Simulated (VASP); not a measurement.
# W (Im-3m) in VASP: settings compared

W is run at these levels: r2SCAN+D4, PBE0, b88 exchange, pbe correlation, PBE-based screened hybrid with 25 % exact exchange; tasks: single point.

Program: VASP 6.6.1. These are calculated values, not measurements. Logs are shortened: lines on timing, memory, paths and dates and some standing lists are left out, and cuts for length are marked.

## (1) The cell of the first run

The structure is cubic, space group Im-3m (No. 229). Conventional cell: a = 3.165 Å, b = 3.165 Å, c = 3.165 Å, α = 90.00°, β = 90.00°, γ = 90.00°. W (site symmetry m-3m) has 14 W at 2.74 to 3.16 Å within 3.6 Å.

## (2) Single point, r2SCAN+D4, non-collinear spin, zero start, spin-orbit coupling

POSCAR reads:

```
W
1.0
   -1.5823450000      1.5823450000      1.5823450000
    1.5823450000     -1.5823450000      1.5823450000
    1.5823450000      1.5823450000     -1.5823450000
W
1
Direct
    0.0000000000      0.0000000000      0.0000000000
```

INCAR.step1 reads:

```
SYSTEM = W
PREC = Accurate ; ENCUT = 520
ISMEAR = 0 ; SIGMA = 0.05
LREAL = .FALSE. ; LASPH = .TRUE.
NELM = 150 ; MAGMOM = 0 0 0
LSORBIT = .TRUE. ; GGA_COMPAT = .FALSE.
LMAXMIX = 4 ; NBANDS = 25
GGA = PE ; ALGO = Normal
EDIFF = 1E-4 ; LWAVE = .TRUE.
LCHARG = .FALSE.
```

INCAR.step2 reads:

```
SYSTEM = W
PREC = Accurate ; ENCUT = 520
EDIFF = 1E-6 ; ISMEAR = 0
SIGMA = 0.05 ; LREAL = .FALSE.
LASPH = .TRUE. ; NELM = 150
ALGO = Normal ; ISIF = 2
LWAVE = .FALSE. ; LCHARG = .FALSE.
MAGMOM = 0 0 0 ; LORBIT = 11
LSORBIT = .TRUE. ; GGA_COMPAT = .FALSE.
LORBMOM = .TRUE. ; LMAXMIX = 4
METAGGA = R2SCAN ; LMIXTAU = .TRUE.
IVDW = 13 ; VDW_S6 = 1.0
VDW_S8 = 0.6018749 ; VDW_A1 = 0.51559235
VDW_A2 = 5.77342911 ; NBANDS = 25
ISTART = 1
```

KPOINTS reads:

```
Automatic mesh
0
G
  18 18 18
  0 0 0
```

Potentials or basis: VASP PAW PBE potentials, release 64 (W_sv).

Run with:

```console
cat potpaw_PBE.64/W_sv/POTCAR > POTCAR
cp INCAR.step1 INCAR
mpirun -np 1 vasp_ncl > vasp.out
cp INCAR.step2 INCAR
mpirun -np 1 vasp_ncl > vasp.out
```

OUTCAR:

```text
SYSTEM = W
   PREC = Accurate
   ENCUT = 520
   EDIFF = 1E-6
   ISMEAR = 0
   LREAL = .FALSE.
   LASPH = .TRUE.
   NELM = 150
   ISIF = 2
   LORBIT = 11
   LSORBIT = .TRUE.
   METAGGA = R2SCAN
   IVDW = 13
   ISTART = 1

 ion  position               nearest neighbor table
   1  0.000  0.000  0.000-

  LATTYP: Found a body centered cubic cell.
 ALAT       =     3.1646900000

  Lattice vectors:

 A1 = (  -1.5823450000,   1.5823450000,   1.5823450000)
 A2 = (   1.5823450000,  -1.5823450000,   1.5823450000)
 A3 = (   1.5823450000,   1.5823450000,  -1.5823450000)

Analysis of symmetry for initial positions (statically):
=====================================================================
 Subroutine PRICEL returns:
 Original cell was already a primitive cell.

 Routine SETGRP: Setting up the symmetry group for a
 body centered cubic supercell.

 Subroutine GETGRP returns: Found 48 space group operations
 (whereof 48 operations were pure point group operations)
 out of a pool of 48 trial point group operations.

The static configuration has the point symmetry O_h .

Analysis of symmetry for dynamics (positions and initial velocities):
=====================================================================
 Subroutine PRICEL returns:
 Original cell was already a primitive cell.

 Routine SETGRP: Setting up the symmetry group for a
 body centered cubic supercell.

 Subroutine GETGRP returns: Found 48 space group operations
 (whereof 48 operations were pure point group operations)
 out of a pool of 48 trial point group operations.

The dynamic configuration has the point symmetry O_h .

Analysis of structural, dynamic, and magnetic symmetry:
=====================================================================
 Subroutine PRICEL returns:
 Original cell was already a primitive cell.

 Routine SETGRP: Setting up the symmetry group for a
 body centered cubic supercell.

 Subroutine GETGRP returns: Found 48 space group operations
 (whereof 48 operations were pure point group operations)
 out of a pool of 48 trial point group operations.

The overall configuration has the point symmetry O_h .

 Subroutine INISYM returns: Found 48 space group operations
 (whereof 48 operations are pure point group operations),
 and found     1 'primitive' translations

----------------------------------------------------------------------------------------

                                     Primitive cell

  volume of cell :      15.8476

[... 145 lines left out ...]
      2     -64.8162      1.00000
      3     -33.8019      1.00000
      4     -33.8019      1.00000
      5     -24.7557      1.00000
      6     -24.7557      1.00000
[... 661 lines left out ...]
     24      24.5132      0.00000
     25      28.9713      0.00000

 [... further k-points ...]

------------------------ aborting loop because EDIFF is reached ----------------------------------------

  DFT-D4 for vdW energy calculation

  Edisp (eV):   -0.21914

  FORCE on cell =-STRESS in cart. coord.  units (eV):
  Direction    XX          YY          ZZ          XY          YZ          ZX
  --------------------------------------------------------------------------------------
  -------------------------------------------------------------------------------------
  Total       0.14035     0.14035     0.14035     0.00000    -0.00000     0.00000
  in kB      14.18950    14.18950    14.18950     0.00000    -0.00000     0.00000
  external pressure =       14.19 kB  Pullay stress =        0.00 kB

 VOLUME and BASIS-vectors are now :
 -----------------------------------------------------------------------------
  energy-cutoff  :      520.00
  volume of cell :       15.85
      direct lattice vectors                 reciprocal lattice vectors
    -1.582345000  1.582345000  1.582345000     0.000000000  0.315986716  0.315986716
     1.582345000 -1.582345000  1.582345000     0.315986716  0.000000000  0.315986716
     1.582345000  1.582345000 -1.582345000     0.315986716  0.315986716  0.000000000

 POSITION                                       TOTAL-FORCE (eV/Angst)
 -----------------------------------------------------------------------------------
      0.00000      0.00000      0.00000         0.000000      0.000000     -0.000000
 -----------------------------------------------------------------------------------
    total drift:                                0.000000      0.000000      0.000000

  FREE ENERGIE OF THE ION-ELECTRON SYSTEM (eV)
  ---------------------------------------------------
  free  energy   TOTEN  =       -52.3591103270 eV

  energy  without entropy=      -52.3584976120  energy(sigma->0) =      -52.35880397

 orbital moment (x)

 # of ion     p       d       tot
 ----------------------------------------
  1         0.000  -0.000  -0.000
 ----------------------------------------
            0.000  -0.000  -0.000

 orbital moment (y)

 # of ion     p       d       tot
 ----------------------------------------
  1         0.000   0.000   0.000
 ----------------------------------------
            0.000   0.000   0.000

 orbital moment (z)

 # of ion     p       d       tot
 ----------------------------------------
  1         0.000   0.000   0.000
 ----------------------------------------
            0.000   0.000   0.000

 Spin-Orbit-Coupling matrix elements

 Ion:    1  E_soc:     -1.5762074
 l=   1
     0.0000000    -0.2202107    -0.2202107
    -0.2202107     0.0000000    -0.2202107
    -0.2202107    -0.2202107     0.0000000
 l=   2
     0.0000000    -0.0113137     0.0000000    -0.0113137    -0.0311768
    -0.0113137     0.0000000    -0.0233826    -0.0113137    -0.0077942
     0.0000000    -0.0233826     0.0000000    -0.0233826     0.0000000
    -0.0113137    -0.0113137    -0.0233826     0.0000000    -0.0077942
    -0.0311768    -0.0077942     0.0000000    -0.0077942     0.0000000
 l=   3
     0.0000000     0.0000000     0.0000000     0.0000000     0.0000000     0.0000000     0.0000000
     0.0000000     0.0000000     0.0000000     0.0000000     0.0000000     0.0000000     0.0000000
     0.0000000     0.0000000     0.0000000     0.0000000     0.0000000     0.0000000     0.0000000
     0.0000000     0.0000000     0.0000000     0.0000000     0.0000000     0.0000000     0.0000000
     0.0000000     0.0000000     0.0000000     0.0000000     0.0000000     0.0000000     0.0000000
     0.0000000     0.0000000     0.0000000     0.0000000     0.0000000     0.0000000     0.0000000
     0.0000000     0.0000000     0.0000000     0.0000000     0.0000000     0.0000000     0.0000000

 total charge

# of ion       s       p       d       tot
------------------------------------------
    1        2.395   6.357   3.337  12.088

 magnetization (x)

# of ion       s       p       d       tot
------------------------------------------
    1        0.000  -0.000   0.000   0.000

 magnetization (y)

# of ion       s       p       d       tot
------------------------------------------
    1        0.000   0.000   0.000   0.000

 magnetization (z)

# of ion       s       p       d       tot
------------------------------------------
    1        0.000   0.000  -0.000  -0.000
```

Run time: 4.9 min. Hardware: 1 thread of Intel Xeon 6975P-C (Granite Rapids), shared host; peak memory 0.26 GiB.

What came out:

```yaml
Free_energy: -52.3591 eV
Pressure: 1.4 GPa
Net_moment: 0.00 μB per cell
Valence_electrons_inside_the_program's_atomic_spheres: W 12.09
Dispersion_energy_per_atom: -0.219 eV
```

Moments on the atoms (μB; x, y, z):
```
W   0.00 0.00 0.00
```

Caveat: the PAW data sets were made with another functional, which shifts forces and pressure a little.

## (3) Single point, PBE0

This run uses another cell than the first one, of 16.48 Å³/atom.

POSCAR reads:

```
W
1.0
   -1.6031677168      1.6031677168      1.6031677168
    1.6031677168     -1.6031677168      1.6031677168
    1.6031677168      1.6031677168     -1.6031677168
W
1
Direct
    0.0000000000      0.0000000000      0.0000000000
```

INCAR.step1 reads:

```
SYSTEM = W
PREC = Accurate
ENCUT = 520
EDIFF = 1E-5
ISMEAR = -1
SIGMA = 0.05
LREAL = .False.
LASPH = .True.
NELM = 80
ALGO = Normal
ISIF = 2
LWAVE = .True.
LCHARG = .False.
GGA = PE
NBANDS = 13
```

INCAR.step2 reads:

```
SYSTEM = W
PREC = Accurate
ENCUT = 520
EDIFF = 1E-6
ISMEAR = -1
SIGMA = 0.05
LREAL = .False.
LASPH = .True.
NELM = 80
ALGO = Normal
ISIF = 2
LWAVE = .False.
LCHARG = .False.
GGA = PE
LHFCALC = .True.
AEXX = 0.25
PRECFOCK = Normal
ISTART = 1
NBANDS = 13
```

KPOINTS reads:

```
Automatic mesh
0
Gamma
  8 8 8
  0 0 0
```

Potentials or basis: VASP PAW PBE potentials, release 64 (W_sv).

Run with:

```console
cat potpaw_PBE.64/W_sv/POTCAR > POTCAR
cp INCAR.step1 INCAR
mpirun -np 1 vasp_std > vasp.out
cp INCAR.step2 INCAR
mpirun -np 1 vasp_std > vasp.out
```

OUTCAR:

```text
SYSTEM = W
   PREC = Accurate
   ENCUT = 520
   EDIFF = 1E-6
   ISMEAR = -1
   LREAL = .False.
   LASPH = .True.
   NELM = 80
   ISIF = 2
   GGA = PE
   LHFCALC = .True.
   AEXX = 0.25
   PRECFOCK = Normal
   ISTART = 1

 ion  position               nearest neighbor table
   1  0.000  0.000  0.000-

  LATTYP: Found a body centered cubic cell.
 ALAT       =     3.2063354336

  Lattice vectors:

 A1 = (  -1.6031677168,   1.6031677168,   1.6031677168)
 A2 = (   1.6031677168,  -1.6031677168,   1.6031677168)
 A3 = (   1.6031677168,   1.6031677168,  -1.6031677168)

Analysis of symmetry for initial positions (statically):
=====================================================================
 Subroutine PRICEL returns:
 Original cell was already a primitive cell.

 Routine SETGRP: Setting up the symmetry group for a
 body centered cubic supercell.

 Subroutine GETGRP returns: Found 48 space group operations
 (whereof 48 operations were pure point group operations)
 out of a pool of 48 trial point group operations.

The static configuration has the point symmetry O_h .

Analysis of symmetry for dynamics (positions and initial velocities):
=====================================================================
 Subroutine PRICEL returns:
 Original cell was already a primitive cell.

 Routine SETGRP: Setting up the symmetry group for a
 body centered cubic supercell.

 Subroutine GETGRP returns: Found 48 space group operations
 (whereof 48 operations were pure point group operations)
 out of a pool of 48 trial point group operations.

The dynamic configuration has the point symmetry O_h .

 Subroutine INISYM returns: Found 48 space group operations
 (whereof 48 operations are pure point group operations),
 and found     1 'primitive' translations

----------------------------------------------------------------------------------------

[... 124 lines left out ...]
   HFSCREENC=   0.0000 screening length for correlation (either q_TF or 0.3 A-1)
   ENCUTFOCK=  -1.0 apply spherical cutoff to Coloumb kernel
   IVDW    =     0    specifies the selected vdW correction
   LEPSILON=     F    determine dielectric tensor
   LRPA    =     F    only Hartree local field effects (RPA)
 non-spin polarized calculation
  energy-cutoff  :      520.00
  volume of cell :       16.48
 maximum number of plane-waves:       466
 NGX is ok and might be reduce to    24
  NGX = 16; NGY = 16; NGZ = 16

 number of electron      14.0000001 magnetization

 Free energy of the ion-electron system (eV)
  ---------------------------------------------------
  ext. energy  EPLUGINS =         0.00000000
  ---------------------------------------------------
  free energy    TOTEN  =       -16.20004772 eV

  energy without entropy =      -16.20004715  energy(sigma->0) =      -16.20004743

 E-fermi :  10.5076     XC(G=0): -10.5218

 val. band max:        9.8745149557   @ k =   0.1250   0.0000   0.0000
 cond. band min:      11.0526350241   @ k =   0.5000   0.0000   0.0000
 fundamental gap:      1.1781200684
 Fermi energy:        10.5076031351

 k-point     1 :       0.0000    0.0000    0.0000
  band No.  band energies     occupation
      1     -68.0607      2.00000
      2     -30.1133      2.00000
      3     -30.1133      2.00000
      4     -30.1133      2.00000
      5      -0.3895      2.00000
      6       8.9495      2.00000
      7       8.9495      2.00000
      8       8.9495      2.00000
      9      14.1222      0.00000
     10      14.1222      0.00000
     11      26.4545      0.00000
     12      26.4545      0.00000
     13      26.4545      0.00000
[... 354 lines left out ...]
  band No.  band energies     occupation
      1     -67.8916      2.00000
      2     -31.0889      2.00000
      3     -30.7118      2.00000
      4     -30.5898      2.00000
      5       5.3196      2.00000
      6       6.3364      2.00000
      7       9.8296      2.00000
      8      11.3879      0.00000
      9      15.1133      0.00000
     10      15.9301      0.00000
     11      25.3682      0.00000
     12      27.8420      0.00000
     13      29.1354      0.00000

 [... further k-points ...]

------------------------ aborting loop because EDIFF is reached ----------------------------------------

  FORCE on cell =-STRESS in cart. coord.  units (eV):
  Direction    XX          YY          ZZ          XY          YZ          ZX
  --------------------------------------------------------------------------------------
  -------------------------------------------------------------------------------------
  Total       -1.3302207     -1.3302207     -1.3302207      0.0000000      0.0000000      0.0000000
  in kB     -129.3115768   -129.3115768   -129.3115768      0.0000000      0.0000000      0.0000000
  external PRESSURE =    -129.3115768 kB  Pullay stress =       0.0000000 kB

 VOLUME and BASIS-vectors are now :
 -----------------------------------------------------------------------------
  energy-cutoff  :      520.00
  volume of cell :       16.48
      direct lattice vectors                 reciprocal lattice vectors
    -1.603167717  1.603167717  1.603167717     0.000000000  0.311882528  0.311882528
     1.603167717 -1.603167717  1.603167717     0.311882528  0.000000000  0.311882528
     1.603167717  1.603167717 -1.603167717     0.311882528  0.311882528  0.000000000

 POSITION                                       TOTAL-FORCE (eV/Angst)
 -----------------------------------------------------------------------------------
      0.00000      0.00000      0.00000         0.000000     -0.000000     -0.000000
 -----------------------------------------------------------------------------------
    total drift:                               -0.000000      0.000000      0.000000

  FREE ENERGIE OF THE ION-ELECTRON SYSTEM (eV)
  ---------------------------------------------------
  free  energy   TOTEN  =       -16.2000477189 eV

  energy  without entropy=      -16.2000471464  energy(sigma->0) =      -16.20004743
```

It took 25 min on 1 thread of Intel Xeon Platinum 8488C (Sapphire Rapids), shared host; peak memory 0.17 GiB.

Results:

- Free energy: -16.2000 eV
- Pressure: -12.9 GPa
- Band gap on the k mesh: zero (bands 7 and 8 overlap by 7.71 eV)

Caveat: the cell stands under tension; the PAW data sets were made with another functional, which shifts forces and pressure a little; spin-orbit coupling is left out, which moves the levels of the heavy elements.

(Continued in part 2 of 2.)
